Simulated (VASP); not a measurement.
Set up this calculation in VASP 6.6.1, as the native input.

```yaml
Task: single point
Functional: PBEsol
Potentials_or_basis: VASP PAW PBE potentials, release 64 (Ca_sv, O)
Cutoff: 520 eV
k_mesh: 6 × 6 × 6
Occupations: gaussian, width 0.02 eV
Spin: no spin polarisation
Dipole_correction: no
Further_INCAR_settings: ALGO = Normal; EDIFF = 1e-06; NBANDS = 24
```

The structure of CaO lies in POSCAR:

```
CaO
1.0
    1.8312273834      1.0572596227      5.9794170226
   -1.8312273834      1.0572596227      5.9794170226
    0.0000000000     -2.1145192455      5.9794170226
Ca O
2 2
Direct
    0.9999846030      0.9999846030      0.9999846030
    0.5000052997      0.5000052997      0.5000052997
    0.3750111486      0.3750111486      0.3750111486
    0.8749982989      0.8749982989      0.8749982989
```

These files were run (other wordings do the same):

INCAR

```
SYSTEM = CaO
ALGO     = Normal         ! electronic algorithm
EDIFF    = 1E-6           ! SCF threshold, eV
ENCUT    = 520            ! plane-wave cutoff, eV
GGA      = PS             ! functional
ISIF     = 2              ! what is computed and relaxed
ISMEAR   = 0              ! smearing method
LASPH    = .True.         ! aspherical terms in the spheres
LCHARG   = .False.        ! write CHGCAR
LREAL    = .False.        ! projectors in reciprocal space
LWAVE    = .False.        ! write WAVECAR
NBANDS   = 24             ! bands
NELM     = 60             ! most SCF steps
PREC     = Accurate       ! precision mode
SIGMA    = 0.02           ! smearing width, eV
```

KPOINTS

```
k-points
0
Gamma
  6 6 6
  0 0 0
```

Potentials or basis: VASP PAW PBE potentials, release 64 (Ca_sv, O).

Run with:

```bash
$ cat potpaw_PBE.64/Ca_sv/POTCAR potpaw_PBE.64/O/POTCAR > POTCAR
$ mpirun -np 1 vasp_std > vasp.out
```

Results of the run:

| Item | Value |
| --- | --- |
| Pressure | 0.5 GPa |
| Band gap on the k mesh | 3.26 eV |

Caveat: the PAW data sets were made with another functional, which shifts forces and pressure a little.

Run time: 61 s on 1 thread of Intel(R) Xeon(R) 6975P-C (Granite Rapids) (shared host), peak memory 0.33 GiB.
